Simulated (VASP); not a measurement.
# Ge (Fmmm) in VASP: single point with PBE+D3(BJ)

Aim: the single point of Ge with PBE+D3(BJ).

Everything below comes from runs of VASP 6.6.1. Logs are shortened: lines on timing, memory, paths and dates and some standing lists are left out, and cuts for length are marked.

### Step 1. The cell of the first run

It takes space group Fmmm (No. 69, orthorhombic). The conventional cell has a = 3.779 Å, b = 3.861 Å, c = 10.493 Å, α = 90.00°, β = 90.00°, γ = 90.00°. Within 3.5 Å of Ge (site symmetry mm2) lie 9 Ge at 2.68 to 3.21 Å.

### Step 2. Single point, PBE+D3(BJ)

INCAR reads:

```
SYSTEM = Ge
PREC = Accurate ; ENCUT = 520
EDIFF = 1E-6 ; ISMEAR = 0
SIGMA = 0.1 ; LREAL = .FALSE.
LASPH = .TRUE. ; NELM = 60
ALGO = Normal ; ISIF = 2
LWAVE = .FALSE. ; LCHARG = .FALSE.
GGA = PE ; IVDW = 12
NBANDS = 36
```

KPOINTS reads:

```
Automatic mesh
0
G
  12 12 12
  0 0 0
```

POSCAR reads:

```
Ge
1.0
    1.8896460408     -5.2465251367      0.0000000000
    1.8896460408      5.2465251367      0.0000000000
    0.0000000000      0.0000000000      3.8610442852
Ge
4
Direct
    0.1277464050      0.8722535950      1.0000000000
    0.6277464050      0.3722535950      0.5000000000
    0.8722535950      0.1277464050      0.0000000000
    0.3722535950      0.6277464050      0.5000000000
```

Potentials or basis: VASP PAW PBE potentials, release 64 (Ge_d).

The run is started by

```
$ cat potpaw_PBE.64/Ge_d/POTCAR > POTCAR
$ mpirun -np 1 vasp_std > vasp.out
```

OUTCAR:

```text
SYSTEM = Ge
   PREC = Accurate
   ENCUT = 520
   EDIFF = 1E-6
   ISMEAR = 0
   LREAL = .FALSE.
   LASPH = .TRUE.
   NELM = 60
   ISIF = 2
   GGA = PE
   IVDW = 12
 IVDW          = 12

 ion  position               nearest neighbor table
   1  0.128  0.872  0.000-   3 2.68   2 2.70   2 2.70   2 2.70   2 2.70
   2  0.628  0.372  0.500-   4 2.68   1 2.70   1 2.70   1 2.70   1 2.70
   3  0.872  0.128  0.000-   1 2.68   4 2.70   4 2.70   4 2.70   4 2.70
   4  0.372  0.628  0.500-   2 2.68   3 2.70   3 2.70   3 2.70   3 2.70

  LATTYP: Found a base centered orthorhombic cell.
 ALAT       =     3.7792920816
 B/A-ratio  =     2.7764592010
 C/A-ratio  =     1.0216316183

  Lattice vectors:

 A1 = (   1.8896460408,  -5.2465251367,   0.0000000000)
 A2 = (   1.8896460408,   5.2465251367,   0.0000000000)
 A3 = (   0.0000000000,   0.0000000000,   3.8610442852)

Analysis of symmetry for initial positions (statically):
=====================================================================
 Subroutine PRICEL returns following result:

  LATTYP: Found a face centered orthorhombic cell.
 ALAT       =     3.7792920816
 B/A-ratio  =     1.0216316183
 C/A-ratio  =     2.7764592010

  Lattice vectors:

 A1 = (   0.0000000000,  -5.2465251367,   1.9305221426)
 A2 = (   1.8896460408,  -5.2465251367,   0.0000000000)
 A3 = (   1.8896460408,   0.0000000000,   1.9305221426)

   2 primitive cells build up your supercell.

 Routine SETGRP: Setting up the symmetry group for a
 base centered orthorhombic supercell.

 Subroutine GETGRP returns: Found  8 space group operations
 (whereof  8 operations were pure point group operations)
 out of a pool of  8 trial point group operations.

The static configuration has the point symmetry D_2h.

Analysis of symmetry for dynamics (positions and initial velocities):
=====================================================================
 Subroutine PRICEL returns following result:

  LATTYP: Found a face centered orthorhombic cell.
 ALAT       =     3.7792920816
 B/A-ratio  =     1.0216316183
 C/A-ratio  =     2.7764592010

  Lattice vectors:

 A1 = (   0.0000000000,  -5.2465251367,   1.9305221426)
 A2 = (   1.8896460408,  -5.2465251367,   0.0000000000)
 A3 = (   1.8896460408,   0.0000000000,   1.9305221426)

   2 primitive cells build up your supercell.

 Routine SETGRP: Setting up the symmetry group for a
 base centered orthorhombic supercell.

[... 102 lines left out ...]
   ENCUT  =  520.0 eV  38.22 Ry    6.18 a.u.  10.37 10.37  7.18*2*pi/ulx,y,z
   NELM   =     60;   NELMIN=  2; NELMDL= -5     # of ELM steps
   EDIFF  = 0.1E-05   stopping-criterion for ELM
   LREAL  =      F    real-space projection
   EDIFFG = 0.1E-04   stopping-criterion for IOM
   NSW    =      0    number of steps for IOM
   IBRION =     -1    ionic relax: 0-MD 1-quasi-New 2-CG
   NFREE  =      0    steps in history (QN), initial steepest desc. (CG)
   ISIF   =      2    stress and relaxation
   ISYM   =      2    0-nonsym 1-usesym 2-fastsym
   POTIM  = 0.5000    time-step for ionic-motion
   TEBEG  =    0.0;   TEEND  =   0.0 temperature during run
   PSTRESS=    0.0 pullay stress
   NELECT =      56.0000    total number of electrons
   NUPDOWN=      -1.0000    fix difference up-down
   EMIN   =  10.00;   EMAX   =-10.00  energy-range for DOS
   EFERMI =   0.00;   METHOD = LEGACY
   ISMEAR =     0;   SIGMA  =   0.10  broadening in eV -4-tet -1-fermi 0-gaus
   EFERMI_NEDOS =   21; number of points for ismear=-14 and -15
   IALGO  =     38    algorithm
   IMIX   =      4    mixing-type and parameters
     AMIX     =   0.40;   BMIX     =  1.00
     AMIX_MAG =   1.60;   BMIX_MAG =  1.00
  volume/ion in A,a.u.               =      19.14       129.16
  Fermi-wavevector in a.u.,A,eV,Ry     =   1.475056  2.787452 29.603423  2.175790
  Thomas-Fermi vector in A             =   2.589752
   LORBIT       =      0    0 simple, 1 ext, 2 COOP (PROOUT), +10 PAW based schemes
   GGA     = PE    functional components
   LHFCALC =     F    Hartree Fock is set to
   AEXX    =    0.0000 exact exchange contribution
   IVDW    =    12    specifies the selected vdW correction
   LEPSILON=     F    determine dielectric tensor
   LRPA    =     F    only Hartree local field effects (RPA)
 non-spin polarized calculation
 Gauss-broadening in eV      SIGMA  =   0.10
  energy-cutoff  :      520.00
  volume of cell :       76.56
 maximum number of plane-waves:      2086
 NGX is ok and might be reduce to    42
   NGX = 21   NGY = 21   NGZ = 15

 number of electron      56.0000032 magnetization

 Free energy of the ion-electron system (eV)
  ---------------------------------------------------
  ext. energy  EPLUGINS =         0.00000000
  ---------------------------------------------------
  free energy    TOTEN  =       -16.67746150 eV

  energy without entropy =      -16.66798284  energy(sigma->0) =      -16.67272217

 E-fermi :   6.5216     XC(G=0): -11.1564

 val. band max:        6.5179760992   @ k =  -0.4167   0.4167   0.5000
 cond. band min:       6.5236252280   @ k =   0.4167   0.4167   0.0000
 fundamental gap:      0.0056491288
 Fermi energy:         6.5216357453

 k-point     1 :       0.0000    0.0000    0.0000
  band No.  band energies     occupation
      1     -18.2920      2.00000
      2     -18.2897      2.00000
      3     -18.2696      2.00000
      4     -18.2130      2.00000
      5     -18.2082      2.00000
      6     -18.1994      2.00000
[... 925 lines left out ...]
     35      12.6093      0.00000
     36      12.7827      0.00000

 [... further k-points ...]

------------------------ aborting loop because EDIFF is reached ----------------------------------------

 Edisp (eV)   -1.39045

 E8    (eV) :    -0.6168

  FORCE on cell =-STRESS in cart. coord.  units (eV):
  Direction    XX          YY          ZZ          XY          YZ          ZX
  --------------------------------------------------------------------------------------
  -------------------------------------------------------------------------------------
  Total      -0.05244    -0.01698    -0.02499     0.00000     0.00000     0.00000
  in kB      -1.09738    -0.35544    -0.52308     0.00000     0.00000     0.00000
  external pressure =       -0.66 kB  Pullay stress =        0.00 kB

 VOLUME and BASIS-vectors are now :
 -----------------------------------------------------------------------------
  energy-cutoff  :      520.00
  volume of cell :       76.56
      direct lattice vectors                 reciprocal lattice vectors
     1.889646041 -5.246525137  0.000000000     0.264599819 -0.095301173  0.000000000
     1.889646041  5.246525137  0.000000000     0.264599819  0.095301173  0.000000000
     0.000000000  0.000000000  3.861044285     0.000000000  0.000000000  0.258997288

 POSITION                                       TOTAL-FORCE (eV/Angst)
 -----------------------------------------------------------------------------------
      1.88965      3.90608      0.00000         0.000000      0.004674     -0.000000
      1.88965     -1.34045      1.93052         0.000000      0.004674      0.000000
      1.88965     -3.90608      0.00000         0.000000     -0.004674     -0.000000
      1.88965      1.34045      1.93052         0.000000     -0.004674      0.000000
 -----------------------------------------------------------------------------------
    total drift:                                0.000000     -0.000000     -0.000000

  FREE ENERGIE OF THE ION-ELECTRON SYSTEM (eV)
  ---------------------------------------------------
  free  energy   TOTEN  =       -18.0679113513 eV

  energy  without entropy=      -18.0584326979  energy(sigma->0) =      -18.06317202
```

OSZICAR:

```text
N       E                     dE             d eps       ncg     rms          rms(c)
DAV:   1     0.467590273238E+03    0.46759E+03   -0.27532E+04 25468   0.447E+03
DAV:   2     0.624821763093E+02   -0.40511E+03   -0.39540E+03 21680   0.786E+02
DAV:   3    -0.126282680411E+02   -0.75110E+02   -0.73911E+02 23312   0.199E+02
DAV:   4    -0.166423325486E+02   -0.40141E+01   -0.39846E+01 25428   0.527E+01
DAV:   5    -0.167203188798E+02   -0.77986E-01   -0.77939E-01 24404   0.827E+00    0.273E+00
DAV:   6    -0.166907458692E+02    0.29573E-01   -0.52050E-02 28492   0.256E+00    0.152E+00
DAV:   7    -0.166776283473E+02    0.13118E-01   -0.29350E-02 27980   0.187E+00    0.158E-01
DAV:   8    -0.166774109849E+02    0.21736E-03   -0.53898E-03 24784   0.938E-01    0.560E-02
DAV:   9    -0.166774562997E+02   -0.45315E-04   -0.20922E-04 24568   0.119E-01    0.256E-02
DAV:  10    -0.166774615353E+02   -0.52356E-05   -0.14981E-05 28272   0.405E-02    0.410E-03
DAV:  11    -0.166774614961E+02    0.39252E-07   -0.15869E-06 18776   0.102E-02
   1 F= -.18067911E+02 E0= -.18063172E+02  d E =-.947865E-02
```

stdout:

```text
POSCAR found type information on POSCAR Ge
 POSCAR found :  1 types and       4 ions
 scaLAPACK will be used
 LDA part: xc-table for (Slater+PW92), standard interpolation
 POSCAR, INCAR and KPOINTS ok, starting setup
 FFT: planning ... GRIDC
 FFT: planning ... GRID_SOFT
 FFT: planning ... GRID
 WAVECAR not read
 entering main loop
```

It took 19 min on 1 thread of Intel Xeon 8259CL, shared host; peak memory 0.66 GiB.

Results:

| Quantity | Value |
| --- | --- |
| Free energy | -18.0679 eV |
| Pressure | -0.1 GPa |
| Largest force | 0.005 eV/Å |
| Band gap on the k mesh | zero (bands 28 and 29 overlap by 3.59 eV) |
| Dispersion energy per atom | -0.348 eV |

Forces in eV/Å, atoms in the order of the input:
```
Ge   0.000  0.005  0.000
Ge   0.000  0.005  0.000
Ge   0.000 -0.005  0.000
Ge   0.000 -0.005  0.000
```

Levels at points of the mesh, in eV from the Fermi level:
| k point | band 26 | band 27 | band 28 | band 29 | band 30 | band 31 |
| --- | --- | --- | --- | --- | --- | --- |
| (0.00, 0.00, 0.00) | -2.28 | -1.66 | -1.37 | 0.18 | 1.21 | 4.58 |
| (0.50, 0.00, 0.00) | -1.52 | 0.05 | 0.05 | 0.94 | 0.94 | 2.25 |
| (0.50, 0.50, 0.00) | -2.00 | -1.72 | -0.40 | -0.28 | 0.51 | 1.41 |
| (0.00, 0.00, 0.50) | -3.39 | 1.05 | 1.05 | 1.33 | 1.33 | 2.05 |
| (0.50, 0.00, 0.50) | -4.73 | -4.26 | -4.26 | 0.15 | 0.15 | 2.91 |
| (0.50, 0.50, 0.50) | -0.04 | 0.91 | 0.91 | 1.43 | 1.43 | 2.13 |
